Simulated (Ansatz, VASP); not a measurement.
**Ca: VASP beside Ansatz**

```
Ca
1.0
     3.84966    0.00000    0.00000
    -1.92483    3.33390    0.00000
     0.00000    0.00000   12.66734
Ca
4
Direct
  0.00000 0.00000 0.00000
  0.33333 0.66667 0.25000
  0.00000 0.00000 0.50000
  0.66667 0.33333 0.75000
```

Alike in both runs: functional PBEsol; k mesh 15 × 15 × 4; occupations gaussian, width 0.1 eV; no spin polarisation.

Ansatz relaxed the structure, and its values are those at the end. VASP's run is a single point on that final structure, the one shown.

```csv
,VASP,Ansatz
version,VASP 6.6.1,Ansatz 0.2.0
potentials or method,"VASP PAW PBE potentials, release 64 (Ca_sv), cutoff 520 eV","scalar-relativistic, plane waves, PAW"
valence electrons in the cell,40,40
```

```tsv
	VASP	Ansatz	Ansatz less VASP
gap on the k mesh at the Fermi level (eV)	none	none	-
pressure (GPa)	0.0	0.0	-0.02
```

VASP's potentials were made for PBE, not for PBEsol. A gap of «none» marks a metal or a gap that the smearing closes.
